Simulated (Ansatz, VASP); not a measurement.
## One calculation of Ir, two programs

The input INCAR:

```
PREC = Accurate
ENCUT = 500
EDIFF = 1E-6
ISMEAR = 0
SIGMA = 0.15
LREAL = False
LASPH = True
NELM = 120
ALGO = Normal
ISIF = 2
LWAVE = False
LCHARG = True
GGA = PS
LELF = True
LVHAR = True
NBANDS = 14
GGA_COMPAT = False
```

Contents of KPOINTS:

```
regular mesh
0
Gamma
  26 26 26
```

POSCAR

```
Ir
1.0
    0.0000000000      1.9151152071      1.9151152071
    1.8289350228      0.0000000000      1.9151152071
    1.8289350228      1.9151152071      0.0000000000
Ir
1
Direct
    0.0000000000      0.0000000000      0.0000000000
```

Input for Ansatz:

```yaml
crystal:
  lattice:
    - [0.0, 1.9151152071, 1.9151152071]
    - [1.8289350228, 0.0, 1.9151152071]
    - [1.8289350228, 1.9151152071, 0.0]
  atoms:
    - { symbol: Ir, position: [0.0, 0.0, 0.0] }
basis:
  ecutwfc: 420
kpoints:
  mp_grid: { grid: [26, 26, 26] }
hamiltonian:
  xc: pbesol
scf:
  occupations: { method: gaussian, width: 0.15 }
output:
  forces: true
  stress: true
  eigenvalues: true
```

Change from the starting cell: strain -0.0450 x Voigt [1, 0, 0, 0, 0, 0], atoms carried along.

Alike in both runs: task single point; functional PBEsol; k mesh 26 × 26 × 26; occupations gaussian, width 0.15 eV; no spin polarisation.

```csv
,VASP,Ansatz
version,VASP 6.6.1,Ansatz 0.2.0
potentials or method,"VASP PAW PBE potentials, release 64 (Ir_sv_GW), cutoff 500 eV","scalar-relativistic, plane waves, PAW"
valence electrons in the cell,17,17
```

```csv
,VASP,Ansatz,Ansatz less VASP
gap on the k mesh at the Fermi level (eV),none,none,-
pressure (GPa),17.1,20.6,+3.46
"traceless stress, the component that is largest in VASP (GPa)",13.03,13.05,+0.026
```

VASP's potentials were made for PBE, not for PBEsol. A gap of «none» marks a metal or a gap that the smearing closes.

Spin-orbit coupling is off throughout.
